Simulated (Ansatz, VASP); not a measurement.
## One calculation of BeSe, two programs

INCAR

```
PREC = Accurate
ENCUT = 600
EDIFF = 1E-6
ISMEAR = 0
SIGMA = 0.05
LREAL = False
LASPH = True
NELM = 120
ALGO = Normal
ISIF = 2
LWAVE = False
LCHARG = True
GGA = PS
LELF = True
LVHAR = True
NBANDS = 11
GGA_COMPAT = False
```

File KPOINTS:

```
regular mesh
0
Gamma
  6 6 6
```

File POSCAR:

```
BeSe
1.0
    0.0000000000      2.5810355899      2.5810355899
    2.5810355899      0.0000000000      2.5810355899
    2.5810355899      2.5810355899      0.0000000000
Be Se
1 1
Direct
    0.0000000000      0.0000000000      0.0000000000
    0.2500000000      0.2500000000      0.2500000000
```

Input for Ansatz:

```yaml
crystal:
  lattice:
    - [0.0, 2.5810355899, 2.5810355899]
    - [2.5810355899, 0.0, 2.5810355899]
    - [2.5810355899, 2.5810355899, 0.0]
  atoms:
    - { symbol: Be, position: [0.0, 0.0, 0.0] }
    - { symbol: Se, position: [0.25, 0.25, 0.25] }
kpoints:
  mp_grid: { grid: [6, 6, 6] }
hamiltonian:
  xc: pbesol
scf:
  occupations: { method: gaussian, width: 0.05 }
  n_extra_bands: 4
output:
  forces: true
  stress: true
  eigenvalues: true
```

Alike in both runs: task single point; functional PBEsol; k mesh 6 × 6 × 6; occupations gaussian, width 0.05 eV; no spin polarisation.

|  | VASP | Ansatz |
| --- | --- | --- |
| version | VASP 6.6.1 | Ansatz 0.2.0 |
| potentials or method | VASP PAW PBE potentials, release 64 (Be, Se) | plane waves |
| plane-wave cutoff (eV) | 600 | 420 |
| valence electrons in the cell | 8 | 18 |

Ansatz gave:

| Quantity | Value |
| --- | --- |
| gap on the k mesh at the Fermi level (eV) | 2.51 |
| pressure (GPa) | -1.4 |

Question: Estimate VASP's values.

Answer: gap on the k mesh at the Fermi level (eV): 2.49; pressure (GPa): -1.2.

VASP's potentials were made for PBE, not for PBEsol. With one functional, cell and mesh, what is left measures potentials, basis and numerics. VASP's potentials hold 8 valence electrons a cell and Ansatz's 18, so a difference there can come from the potentials and not from the codes.
